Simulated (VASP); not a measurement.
# I (P6/mmm) in VASP: relaxation of cell and atoms with PBEsol

Aim: the relaxation of cell and atoms of I with PBEsol.

Program: VASP 6.6.1. These are calculated values, not measurements. Logs are shortened: lines on timing, memory, paths and dates and some standing lists are left out, and cuts for length are marked.

## (1) The cell of the first run

Symmetry: P6/mmm, No. 191, hexagonal system. Conventional cell: a = 3.935 Å, b = 3.935 Å, c = 2.957 Å, α = 90.00°, β = 90.00°, γ = 120.00°. Within 4.0 Å of I (site symmetry 6/mmm) lie 8 I at 2.96 to 3.93 Å.

## (2) Relaxation of cell and atoms, PBEsol

File INCAR:

```
SYSTEM = I
PREC = Accurate ; ENCUT = 600
EDIFF = 1E-6 ; ISMEAR = 0
SIGMA = 0.1 ; LREAL = .False.
LASPH = .True. ; NELM = 60
ALGO = Normal ; ISIF = 3
LWAVE = .False. ; LCHARG = .False.
GGA = PS ; IBRION = 2
NSW = 100 ; EDIFFG = -0.01
```

File KPOINTS:

```
regular mesh
0
Gamma
  18 18 18
  0 0 0
```

File POSCAR:

```
I
1.0
    3.9345356848      0.0000000000      0.0000000000
   -1.9672678424      3.4074078551      0.0000000000
    0.0000000000      0.0000000000      2.9573698804
I
1
Direct
    0.0000000000      0.0000000000      0.0000000000
```

Potentials or basis: VASP PAW PBE potentials, release 64 (I).

On the command line:

```
> cat potpaw_PBE.64/I/POTCAR > POTCAR
> mpirun -np 1 vasp_std > vasp.out
```

OUTCAR:

```text
SYSTEM = I
   PREC = Accurate
   ENCUT = 600
   EDIFF = 1E-6
   ISMEAR = 0
   LREAL = .False.
   LASPH = .True.
   NELM = 60
   ISIF = 3
   GGA = PS
   IBRION = 2
   NSW = 100
   EDIFFG = -0.01

 ion  position               nearest neighbor table
   1  0.000  0.000  0.000-

  LATTYP: Found a hexagonal cell.
 ALAT       =     3.9345356848
 C/A-ratio  =     0.7516439340

  Lattice vectors:

 A1 = (   3.9345356848,   0.0000000000,   0.0000000000)
 A2 = (  -1.9672678424,   3.4074078551,   0.0000000000)
 A3 = (   0.0000000000,   0.0000000000,   2.9573698804)

Analysis of symmetry for initial positions (statically):
=====================================================================
 Subroutine PRICEL returns:
 Original cell was already a primitive cell.

 Routine SETGRP: Setting up the symmetry group for a
 hexagonal supercell.

 Subroutine GETGRP returns: Found 24 space group operations
 (whereof 24 operations were pure point group operations)
 out of a pool of 24 trial point group operations.

The static configuration has the point symmetry D_6h.

Analysis of symmetry for dynamics (positions and initial velocities):
=====================================================================
 Subroutine PRICEL returns:
 Original cell was already a primitive cell.

 Routine SETGRP: Setting up the symmetry group for a
 hexagonal supercell.

 Subroutine GETGRP returns: Found 24 space group operations
 (whereof 24 operations were pure point group operations)
 out of a pool of 24 trial point group operations.

The dynamic configuration has the point symmetry D_6h.

 Subroutine INISYM returns: Found 24 space group operations
 (whereof 24 operations are pure point group operations),
 and found     1 'primitive' translations

----------------------------------------------------------------------------------------

                                     Primitive cell

  volume of cell :      39.6482

  direct lattice vectors                    reciprocal lattice vectors
     3.934535685  0.000000000  0.000000000     0.254159596  0.146739111  0.000000000
    -1.967267842  3.407407855  0.000000000     0.000000000  0.293478222  0.000000000
     0.000000000  0.000000000  2.957369880     0.000000000  0.000000000  0.338138292

  length of vectors
     3.934535685  3.934535685  2.957369880     0.293478222  0.293478222  0.338138292

  position of ions in fractional coordinates (direct lattice)
     0.000000000  0.000000000  0.000000000

  ion indices of the primitive-cell ions
   primitive index   ion index
                 1           1

----------------------------------------------------------------------------------------

 KPOINTS: regular mesh

Automatic generation of k-mesh.
 Grid dimensions read from file:
 generate k-points for:   18   18   18

 Generating k-lattice:

  Cartesian coordinates                     Fractional coordinates (reciprocal lattice)
     0.014119978  0.008152173  0.000000000     0.055555556  0.000000000  0.000000000
     0.000000000  0.016304346  0.000000000     0.000000000  0.055555556  0.000000000
     0.000000000  0.000000000  0.018785461     0.000000000  0.000000000  0.055555556

  Length of vectors
     0.016304346  0.016304346  0.018785461

  Shift w.r.t. Gamma in fractional coordinates (k-lattice)
     0.000000000  0.000000000  0.000000000

 Subroutine IBZKPT returns following result:
 ===========================================

 Found    370 irreducible k-points:

 Following reciprocal coordinates:
            Coordinates               Weight
  0.000000  0.000000  0.000000      1.000000
  0.055556  0.000000  0.000000      6.000000
  0.111111  0.000000  0.000000      6.000000
  0.166667 -0.000000  0.000000      6.000000
  0.222222  0.000000  0.000000      6.000000
  0.277778  0.000000  0.000000      6.000000
[... 16 lines left out ...]
  0.333333  0.111111  0.000000     12.000000
  0.388889  0.111111  0.000000     12.000000
 [... further k-points ...]
   k-points           NKPTS =    370   k-points in BZ     NKDIM =    370   number of bands    NBANDS=      7
   number of dos      NEDOS =    301   number of ions     NIONS =      1
   total plane-waves  NPLWV =  24576
   dimension x,y,z NGX =    32 NGY =   32 NGZ =   24
   dimension x,y,z NGXF=    64 NGYF=   64 NGZF=   48
   ions per type =               1
   NGX,Y,Z   is equivalent  to a cutoff of  13.52, 13.52, 13.49 a.u.
   NGXF,Y,Z  is equivalent  to a cutoff of  27.04, 27.04, 26.98 a.u.
 SYSTEM =  I
   PREC   = accura    normal or accurate (medium, high low for compatibility)
   ISTART =      0    job   : 0-new  1-cont  2-samecut
   ICHARG =      2    charge: 1-file 2-atom 10-const
   ISPIN  =      1    spin polarized calculation?
   LNONCOLLINEAR =      F non collinear calculations
   LSORBIT =      F    spin-orbit coupling
   LASPH  =      T    aspherical Exc in radial PAW
   ENCUT  =  600.0 eV  44.10 Ry    6.64 a.u.   7.86  7.86  5.91*2*pi/ulx,y,z
   NELM   =     60;   NELMIN=  2; NELMDL= -5     # of ELM steps
   EDIFF  = 0.1E-05   stopping-criterion for ELM
   LREAL  =      F    real-space projection
   EDIFFG = -.1E-01   stopping-criterion for IOM
   NSW    =    100    number of steps for IOM
   IBRION =      2    ionic relax: 0-MD 1-quasi-New 2-CG
   NFREE  =      1    steps in history (QN), initial steepest desc. (CG)
   ISIF   =      3    stress and relaxation
   ISYM   =      2    0-nonsym 1-usesym 2-fastsym
   POTIM  = 0.5000    time-step for ionic-motion
   TEBEG  =    0.0;   TEEND  =   0.0 temperature during run
   PSTRESS=    0.0 pullay stress
   NELECT =       7.0000    total number of electrons
   NUPDOWN=      -1.0000    fix difference up-down
   EMIN   =  10.00;   EMAX   =-10.00  energy-range for DOS
   EFERMI =   0.00;   METHOD = LEGACY
   ISMEAR =     0;   SIGMA  =   0.10  broadening in eV -4-tet -1-fermi 0-gaus
   EFERMI_NEDOS =   21; number of points for ismear=-14 and -15
   IALGO  =     38    algorithm
   IMIX   =      4    mixing-type and parameters
     AMIX     =   0.40;   BMIX     =  1.00
     AMIX_MAG =   1.60;   BMIX_MAG =  1.00
  volume/ion in A,a.u.               =      39.65       267.56
  Fermi-wavevector in a.u.,A,eV,Ry     =   0.918403  1.735529 11.476015  0.843463
  Thomas-Fermi vector in A             =   2.043480
   LORBIT       =      0    0 simple, 1 ext, 2 COOP (PROOUT), +10 PAW based schemes
   GGA     = PS    functional components
   LHFCALC =     F    Hartree Fock is set to
   AEXX    =    0.0000 exact exchange contribution
   IVDW    =     0    specifies the selected vdW correction
   LEPSILON=     F    determine dielectric tensor
   LRPA    =     F    only Hartree local field effects (RPA)
 conjugate gradient relaxation of ions
 non-spin polarized calculation
 Gauss-broadening in eV      SIGMA  =   0.10
  energy-cutoff  :      600.00
  volume of cell :       39.65
 maximum number of plane-waves:      1342
 NGX is ok and might be reduce to    32
   NGX = 15   NGY = 15   NGZ = 11

--------------------------------------- Ionic step        1  -------------------------------------------

 number of electron       6.9999999 magnetization

 Free energy of the ion-electron system (eV)
  ---------------------------------------------------
  ext. energy  EPLUGINS =         0.00000000
  ---------------------------------------------------
  free energy    TOTEN  =        -1.66175493 eV

  energy without entropy =       -1.65704183  energy(sigma->0) =       -1.65939838

------------------------ aborting loop because EDIFF is reached ----------------------------------------

  FORCE on cell =-STRESS in cart. coord.  units (eV):
  Direction    XX          YY          ZZ          XY          YZ          ZX
  --------------------------------------------------------------------------------------
  -------------------------------------------------------------------------------------
  Total        0.1678412      0.1678412     -0.5441566      0.0000000      0.0000000      0.0000000
  in kB        6.7824378      6.7824378    -21.9892898      0.0000000      0.0000000      0.0000000
  external PRESSURE =      -2.8081380 kB  Pullay stress =       0.0000000 kB

 VOLUME and BASIS-vectors are now :
 -----------------------------------------------------------------------------
  energy-cutoff  :      600.00
  volume of cell :       39.65
      direct lattice vectors                 reciprocal lattice vectors
     3.934535685  0.000000000  0.000000000     0.254159596  0.146739111  0.000000000
    -1.967267842  3.407407855  0.000000000     0.000000000  0.293478222  0.000000000
     0.000000000  0.000000000  2.957369880     0.000000000  0.000000000  0.338138292
[... 176 lines left out ...]
 POSITION                                       TOTAL-FORCE (eV/Angst)
 -----------------------------------------------------------------------------------
      4.09600     -0.00000      0.00000        -0.000000     -0.000000      0.000000
 -----------------------------------------------------------------------------------
    total drift:                                0.000000     -0.000000     -0.000000

  FREE ENERGIE OF THE ION-ELECTRON SYSTEM (eV)
  ---------------------------------------------------
  free  energy   TOTEN  =        -1.6723886709 eV

  energy  without entropy=       -1.6685544572  energy(sigma->0) =       -1.67047156

--------------------------------------- Ionic step        7  -------------------------------------------

 number of electron       7.0000000 magnetization

 Free energy of the ion-electron system (eV)
  ---------------------------------------------------
  ext. energy  EPLUGINS =         0.00000000
  ---------------------------------------------------
  free energy    TOTEN  =        -1.67473902 eV

  energy without entropy =       -1.67110364  energy(sigma->0) =       -1.67292133

 E-fermi :   2.7823     XC(G=0):  -8.2533

 val. band max:        2.7805904083   @ k =   0.0556   0.0556   0.3889
 cond. band min:       2.7967178771   @ k =   0.3889   0.0000   0.4444
 fundamental gap:      0.0161274687
 Fermi energy:         2.7823007367

 k-point     1 :       0.0000    0.0000    0.0000
  band No.  band energies     occupation
      1     -10.9746      2.00000
      2       1.3968      2.00000
      3       1.3968      2.00000
      4       6.1547      0.00000
      5       7.0347      0.00000
      6      10.7637      0.00000
      7      10.7637      0.00000

 k-point     2 :       0.0556    0.0000    0.0000
  band No.  band energies     occupation
      1     -10.9636      2.00000
      2       1.2802      2.00000
      3       1.3756      2.00000
      4       6.1631      0.00000
      5       7.1842      0.00000
      6      10.5741      0.00000
      7      10.8512      0.00000
[... 201 lines left out ...]
 k-point    23 :       0.3333    0.1111    0.0000
  band No.  band energies     occupation
      1     -10.6111      2.00000
      2      -0.9170      2.00000
      3       0.6023      2.00000
      4       6.4224      0.00000
      5       8.2838      0.00000
      6      11.8313      0.00000
      7      13.1029      0.00000

 k-point    24 :       0.3889    0.1111    0.0000
  band No.  band energies     occupation
      1     -10.5756      2.00000
      2      -1.0723      2.00000
      3       0.5377      2.00000
      4       6.4476      0.00000
      5       8.1767      0.00000
      6      12.6136      0.00000
      7      13.1695      0.00000

 [... further k-points ...]

------------------------ aborting loop because EDIFF is reached ----------------------------------------

  FORCE on cell =-STRESS in cart. coord.  units (eV):
  Direction    XX          YY          ZZ          XY          YZ          ZX
  --------------------------------------------------------------------------------------
  -------------------------------------------------------------------------------------
  Total       -0.0002990     -0.0002990     -0.0015981      0.0000000      0.0000000     -0.0000000
  in kB       -0.0114183     -0.0114183     -0.0610183      0.0000000      0.0000000     -0.0000000
  external PRESSURE =      -0.0279517 kB  Pullay stress =       0.0000000 kB

 VOLUME and BASIS-vectors are now :
 -----------------------------------------------------------------------------
  energy-cutoff  :      600.00
  volume of cell :       41.96
      direct lattice vectors                 reciprocal lattice vectors
     4.082689527 -0.000000000  0.000000000     0.244936578  0.141414199 -0.000000000
    -2.041344763  3.535712846  0.000000000     0.000000000  0.282828398 -0.000000000
     0.000000000  0.000000000  2.906859510    -0.000000000 -0.000000000  0.344013874

 POSITION                                       TOTAL-FORCE (eV/Angst)
 -----------------------------------------------------------------------------------
     -0.00000      0.00000      0.00000         0.000000      0.000000      0.000000
 -----------------------------------------------------------------------------------
    total drift:                               -0.000000      0.000000      0.000000

  FREE ENERGIE OF THE ION-ELECTRON SYSTEM (eV)
  ---------------------------------------------------
  free  energy   TOTEN  =        -1.6747390163 eV

  energy  without entropy=       -1.6711036364  energy(sigma->0) =       -1.67292133

 reached required accuracy - stopping structural energy minimisation
```

Wall time 3.9 min (1 thread of Intel Xeon Platinum 8259CL at 2.50GHz (Skylake/Cascade Lake), shared host); peak memory 0.28 GiB.

What came out:

```
Free energy                           : -1.6747 eV
Relaxed volume                        : 41.96 Å³/atom
Relaxed cell                          : a = 4.083 Å, b = 4.083 Å, c = 2.907 Å, α = 90.00°, β = 90.00°, γ = 120.00°
Space group after relaxing (to 0.1 Å) : P6/mmm (No. 191)
Energy gained by relaxing             : 13.0 meV/atom
Ionic steps                           : 7
Pressure after relaxing               : 0.0 GPa
Band gap on the k mesh                : zero (an odd number of electrons rules out a gap without spin polarisation)
```

The path:
```csv
step,energy change (eV),largest force (eV/Å),pressure (GPa),volume (Å³)
1,0.0000,0.0000,-0.28,39.65
2,-0.0050,0.0000,1.25,39.24
3,-0.0064,0.0000,0.73,39.36
4,-0.0102,0.0000,0.55,40.22
5,-0.0124,0.0000,0.34,41.63
6,-0.0106,0.0000,-0.63,42.64
7,-0.0130,0.0000,0.00,41.96
```

Final structure:
```cif
data_structure
_symmetry_space_group_name_H-M 'P 1'
_symmetry_Int_Tables_number 1
_cell_length_a 4.0827
_cell_length_b 4.0827
_cell_length_c 2.9069
_cell_angle_alpha 90.000
_cell_angle_beta 90.000
_cell_angle_gamma 120.000
_cell_volume 41.96
loop_
_atom_site_label
_atom_site_type_symbol
_atom_site_fract_x
_atom_site_fract_y
_atom_site_fract_z
_atom_site_occupancy
I1 I 0.00000 0.00000 0.00000 1
```

Caveat: the PAW data sets were made with another functional, which shifts forces and pressure a little; spin-orbit coupling is left out, which moves the levels of the heavy elements; an odd number of electrons without spin polarisation forces a metal; a magnetic or distorted state may lie lower.
